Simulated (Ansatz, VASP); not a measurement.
# Bi2Se3: VASP beside Ansatz

```
CELL_PARAMETERS angstrom
2.07150 1.19598 9.54533
-2.07150 1.19598 9.54533
0.00000 -2.39196 9.54533
ATOMIC_POSITIONS crystal
Bi 0.40080 0.40080 0.40080
Bi 0.59920 0.59920 0.59920
Se 0.00000 0.00000 0.00000
Se 0.21170 0.21170 0.21170
Se 0.78830 0.78830 0.78830
```

Alike in both runs: task electric field gradients; functional PBE; k mesh 6 × 6 × 6; occupations fermi-dirac, width 0.03 eV; no spin polarisation.

|  | VASP | Ansatz |
| --- | --- | --- |
| version | VASP 6.6.1 | Ansatz 0.2.0 |
| potentials or method | VASP PAW PBE potentials, release 64 (Bi_d, Se), cutoff 520 eV | all-electron PAW with datasets made for the crystal, scalar-relativistic |

|  | VASP | Ansatz | Ansatz less VASP |
| --- | --- | --- | --- |
| pressure (GPa) | 2.5 | 2.5 | -0.01 |
| rms of the force components (eV/Å) | 0.098 | 0.093 | -0.0056 |
| size of Vzz on the site where it differs most (V/Å²) | 73.6 | 77.0 | +3.34 |

Atom by atom the forces differ by 0.006 eV/Å (rms over components). Ansatz ran all-electron here, and VASP with PAW potentials.

Spin-orbit coupling is off throughout.
